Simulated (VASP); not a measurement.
# Fe (Im-3m) in VASP: a series of runs

Runs on Fe. Level: LDA. Tasks: single point.

All numbers are computed with VASP 6.6.1; they aren't measurements. Logs are shortened: lines on timing, memory, paths and dates and some standing lists are left out, and cuts for length are marked.

## (1) The cell of the first run

Symmetry: Im-3m, No. 229, cubic system. Conventional cell: a = 2.749 Å, b = 2.749 Å, c = 2.749 Å, α = 90.00°, β = 90.00°, γ = 90.00°. Within 3.1 Å of Fe (site symmetry m-3m) lie 14 Fe at 2.38 to 2.75 Å.

## (2) Single point, LDA, collinear spin, ferromagnetic start

INCAR

```
SYSTEM = Fe
  PREC = Accurate
  ENCUT = 600
  EDIFF = 1E-6
  ISMEAR = 0
  SIGMA = 0.6
  LREAL = .False.
  LASPH = .True.
  NELM = 200
  ALGO = Normal
  ISIF = 2
  LWAVE = .False.
  LCHARG = .False.
  ISPIN = 2
  MAGMOM = 1.988
  LORBIT = 11
  LMAXMIX = 4
  NBANDS = 18
  GGA_COMPAT = .False.
```

KPOINTS

```
Automatic mesh
0
Gamma
  16 16 16
  0 0 0
```

POSCAR

```
Fe
1.0
   -1.3745984210      1.3745984210      1.3745984210
    1.3745984210     -1.3745984210      1.3745984210
    1.3745984210      1.3745984210     -1.3745984210
Fe
1
Direct
    0.0000000000      0.0000000000      0.0000000000
```

Potentials or basis: VASP PAW LDA potentials, release 64 (Fe_sv).

Command:

```console
> cat potpaw_LDA.64/Fe_sv/POTCAR > POTCAR
> mpirun -np 1 vasp_std > vasp.out
```

OUTCAR:

```text
SYSTEM = Fe
   PREC = Accurate
   ENCUT = 600
   EDIFF = 1E-6
   ISMEAR = 0
   LREAL = .False.
   LASPH = .True.
   NELM = 200
   ISIF = 2
   ISPIN = 2
   LORBIT = 11

 ion  position               nearest neighbor table
   1  0.000  0.000  0.000-

  LATTYP: Found a body centered cubic cell.
 ALAT       =     2.7491968420

  Lattice vectors:

 A1 = (  -1.3745984210,   1.3745984210,   1.3745984210)
 A2 = (   1.3745984210,  -1.3745984210,   1.3745984210)
 A3 = (   1.3745984210,   1.3745984210,  -1.3745984210)

Analysis of symmetry for initial positions (statically):
=====================================================================
 Subroutine PRICEL returns:
 Original cell was already a primitive cell.

 Routine SETGRP: Setting up the symmetry group for a
 body centered cubic supercell.

 Subroutine GETGRP returns: Found 48 space group operations
 (whereof 48 operations were pure point group operations)
 out of a pool of 48 trial point group operations.

The static configuration has the point symmetry O_h .

Analysis of symmetry for dynamics (positions and initial velocities):
=====================================================================
 Subroutine PRICEL returns:
 Original cell was already a primitive cell.

 Routine SETGRP: Setting up the symmetry group for a
 body centered cubic supercell.

 Subroutine GETGRP returns: Found 48 space group operations
 (whereof 48 operations were pure point group operations)
 out of a pool of 48 trial point group operations.

The dynamic configuration has the point symmetry O_h .

Analysis of structural, dynamic, and magnetic symmetry:
=====================================================================
 Subroutine PRICEL returns:
 Original cell was already a primitive cell.

 Routine SETGRP: Setting up the symmetry group for a
 body centered cubic supercell.

 Subroutine GETGRP returns: Found 48 space group operations
 (whereof 48 operations were pure point group operations)
 out of a pool of 48 trial point group operations.

The overall configuration has the point symmetry O_h .

 Subroutine INISYM returns: Found 48 space group operations
 (whereof 48 operations are pure point group operations),
 and found     1 'primitive' translations

----------------------------------------------------------------------------------------

                                     Primitive cell

  volume of cell :      10.3893

  direct lattice vectors                    reciprocal lattice vectors
    -1.374598421  1.374598421  1.374598421     0.000000000  0.363742597  0.363742597
[... 93 lines left out ...]
   TEBEG  =    0.0;   TEEND  =   0.0 temperature during run
   PSTRESS=    0.0 pullay stress
   NELECT =      16.0000    total number of electrons
   NUPDOWN=      -1.0000    fix difference up-down
   EMIN   =  10.00;   EMAX   =-10.00  energy-range for DOS
   EFERMI =   0.00;   METHOD = LEGACY
   ISMEAR =     0;   SIGMA  =   0.60  broadening in eV -4-tet -1-fermi 0-gaus
   EFERMI_NEDOS =   21; number of points for ismear=-14 and -15
   IALGO  =     38    algorithm
   IMIX   =      4    mixing-type and parameters
     AMIX     =   0.40;   BMIX     =  1.00
     AMIX_MAG =   1.60;   BMIX_MAG =  1.00
  volume/ion in A,a.u.               =      10.39        70.11
  Fermi-wavevector in a.u.,A,eV,Ry     =   1.890539  3.572601 48.629099  3.574138
  Thomas-Fermi vector in A             =   2.931884
   LORBIT       =     11    0 simple, 1 ext, 2 COOP (PROOUT), +10 PAW based schemes
   GGA     = CA    functional components
   LHFCALC =     F    Hartree Fock is set to
   AEXX    =    0.0000 exact exchange contribution
   IVDW    =     0    specifies the selected vdW correction
   LEPSILON=     F    determine dielectric tensor
   LRPA    =     F    only Hartree local field effects (RPA)
 spin polarized calculation
 Gauss-broadening in eV      SIGMA  =   0.60
  energy-cutoff  :      600.00
  volume of cell :       10.39
 maximum number of plane-waves:       370
   NGX =  9   NGY =  9   NGZ =  9

 number of electron      16.0000021 magnetization       1.7506995

 Free energy of the ion-electron system (eV)
  ---------------------------------------------------
  ext. energy  EPLUGINS =         0.00000000
  ---------------------------------------------------
  free energy    TOTEN  =        -9.41129380 eV

  energy without entropy =       -9.17180450  energy(sigma->0) =       -9.29154915

 E-fermi :  13.3380     XC(G=0): -14.6919

 val. band max:       13.3361765181   @ k =  -0.3125   0.3125   0.1250
 cond. band min:      13.3427471557   @ k =   0.4375   0.0625   0.0000
 fundamental gap:      0.0065706376
 Fermi energy:        13.3380224631

 spin component 1

 k-point     1 :       0.0000    0.0000    0.0000
  band No.  band energies     occupation
      1     -73.7534      1.00000
      2     -39.9726      1.00000
      3     -39.9726      1.00000
      4     -39.9726      1.00000
      5       4.1949      1.00000
      6      10.8896      1.00000
[... 493 lines left out ...]
     17      52.2392      0.00000
     18      55.3202      0.00000

 [... further k-points ...]

 spin component 2

 k-point     1 :       0.0000    0.0000    0.0000
  band No.  band energies     occupation
      1     -71.8239      1.00000
      2     -38.0866      1.00000
      3     -38.0866      1.00000
      4     -38.0866      1.00000
      5       4.5203      1.00000
      6      12.3108      0.99227
[... 493 lines left out ...]
     17      52.6959      0.00000
     18      55.8269      0.00000

 [... further k-points ...]
[... 5 lines left out ...]
  --------------------------------------------------------------------------------------
  -------------------------------------------------------------------------------------
  Total       -0.3452020     -0.3452020     -0.3452020      0.0000000      0.0000000     -0.0000000
  in kB      -53.2348853    -53.2348853    -53.2348853      0.0000000      0.0000000     -0.0000000
  external PRESSURE =     -53.2348853 kB  Pullay stress =       0.0000000 kB

 VOLUME and BASIS-vectors are now :
 -----------------------------------------------------------------------------
  energy-cutoff  :      600.00
  volume of cell :       10.39
      direct lattice vectors                 reciprocal lattice vectors
    -1.374598421  1.374598421  1.374598421     0.000000000  0.363742597  0.363742597
     1.374598421 -1.374598421  1.374598421     0.363742597  0.000000000  0.363742597
     1.374598421  1.374598421 -1.374598421     0.363742597  0.363742597  0.000000000

 POSITION                                       TOTAL-FORCE (eV/Angst)
 -----------------------------------------------------------------------------------
      0.00000      0.00000      0.00000         0.000000      0.000000      0.000000
 -----------------------------------------------------------------------------------
    total drift:                                0.000000     -0.000000      0.000000

  FREE ENERGIE OF THE ION-ELECTRON SYSTEM (eV)
  ---------------------------------------------------
  free  energy   TOTEN  =        -9.4112938031 eV

  energy  without entropy=       -9.1718044976  energy(sigma->0) =       -9.29154915

 total charge

# of ion       s       p       d       tot
------------------------------------------
    1        2.203   6.048   5.557  13.807

 magnetization (x)

# of ion       s       p       d       tot
------------------------------------------
    1       -0.001  -0.004   1.725   1.720
```

OSZICAR:

```text
N       E                     dE             d eps       ncg     rms          rms(c)
DAV:   1     0.196229043249E+03    0.19623E+03   -0.91627E+03 11332   0.145E+03
DAV:   2    -0.286501406839E+01   -0.19909E+03   -0.18438E+03 10538   0.428E+02
DAV:   3    -0.106319773641E+02   -0.77670E+01   -0.76511E+01 12280   0.101E+02
DAV:   4    -0.107321038993E+02   -0.10013E+00   -0.10010E+00 12036   0.115E+01
DAV:   5    -0.107343376813E+02   -0.22338E-02   -0.22337E-02 12434   0.179E+00    0.135E+01
DAV:   6    -0.958599445456E+01    0.11483E+01   -0.27078E+00 11192   0.515E+01    0.897E+00
DAV:   7    -0.942614582001E+01    0.15985E+00   -0.41806E-01 11348   0.185E+01    0.402E+00
DAV:   8    -0.941736301867E+01    0.87828E-02   -0.74753E-03 11684   0.118E+00    0.127E+00
DAV:   9    -0.941147418346E+01    0.58888E-02   -0.35178E-03 14342   0.111E+00    0.349E-01
DAV:  10    -0.941127547690E+01    0.19871E-03   -0.58416E-04 11758   0.564E-01    0.108E-01
DAV:  11    -0.941128939526E+01   -0.13918E-04   -0.12284E-05 13742   0.805E-02    0.284E-02
DAV:  12    -0.941129343578E+01   -0.40405E-05   -0.20512E-06 10796   0.223E-02    0.146E-02
DAV:  13    -0.941129380308E+01   -0.36730E-06   -0.95093E-08  5872   0.724E-03
   1 F= -.94112938E+01 E0= -.92915492E+01  d E =-.239489E+00  mag=     1.7515
```

stdout:

```text
POSCAR found type information on POSCAR Fe
 POSCAR found :  1 types and       1 ions
 scaLAPACK will be used
 LDA part: xc-table for (Slater(with rela. corr.)+CA(PZ))
 , standard interpolation
 POSCAR, INCAR and KPOINTS ok, starting setup
 FFT: planning ... GRIDC
 FFT: planning ... GRID_SOFT
 FFT: planning ... GRID
 WAVECAR not read
 entering main loop
```

Run time: 37 s. Hardware: 1 thread of Intel Xeon Platinum 8488C (Sapphire Rapids), shared host; peak memory 0.15 GiB.

Results:

```yaml
Free_energy: -9.4113 eV
Pressure: -5.3 GPa
Net_moment: 1.75 μB per cell
Site_moments: Fe +1.72 μB
Valence_electrons_inside_the_program's_atomic_spheres: Fe 13.81
```

## (3) Single point, LDA, collinear spin, ferromagnetic start

INCAR

```
SYSTEM = Fe
PREC = Accurate
ENCUT = 600
EDIFF = 1E-6
ISMEAR = -1
SIGMA = 0.1
LREAL = .False.
LASPH = .True.
NELM = 200
ALGO = Normal
ISIF = 2
LWAVE = .False.
LCHARG = .False.
ISPIN = 2
MAGMOM = 1.988
LORBIT = 11
LMAXMIX = 4
NBANDS = 18
GGA_COMPAT = .False.
```

KPOINTS

```
regular mesh
0
Gamma
  16 16 16
  0 0 0
```

POSCAR is that of step 2.

Potentials or basis: VASP PAW LDA potentials, release 64 (Fe_sv).

Command:

```console
> cat potpaw_LDA.64/Fe_sv/POTCAR > POTCAR
> mpirun -np 1 vasp_std > vasp.out
```

Wall time 27 s (1 thread of Intel Xeon 6975P-C (Granite Rapids), shared host); peak memory 0.15 GiB.

The run converged. Its results:

```yaml
Free_energy: -9.3247 eV
Pressure: -4.2 GPa
Net_moment: 1.93 μB per cell
Site_moments: Fe +1.89 μB
Valence_electrons_inside_the_program's_atomic_spheres: Fe 13.81
```

Levels at points of the mesh, in eV from the Fermi level:
Spin up:
```
           k point  band 6  band 7  band 8  band 9  band 10  band 11  band 12  band 13
(0.00, 0.00, 0.00)   -2.50   -2.50   -2.50   -0.95    -0.95    25.05    25.05    25.05
(0.50, 0.00, 0.00)   -3.78   -0.90   -0.71    0.27     0.65     8.15    18.62    21.24
(0.50, 0.50, 0.50)   -5.41    0.33    0.33    0.33    10.28    10.28    10.28    16.55
```
Spin down:
```tsv
k point	band 5	band 6	band 7	band 8	band 9	band 10
(0.00, 0.00, 0.00)	-8.79	-0.94	-0.94	-0.94	1.14	1.14
(0.50, 0.00, 0.00)	-4.41	-2.37	0.63	1.06	1.44	2.47
(0.50, 0.50, 0.50)	-3.98	-3.98	2.13	2.13	2.13	10.72
```

[end of part 1 of 2]
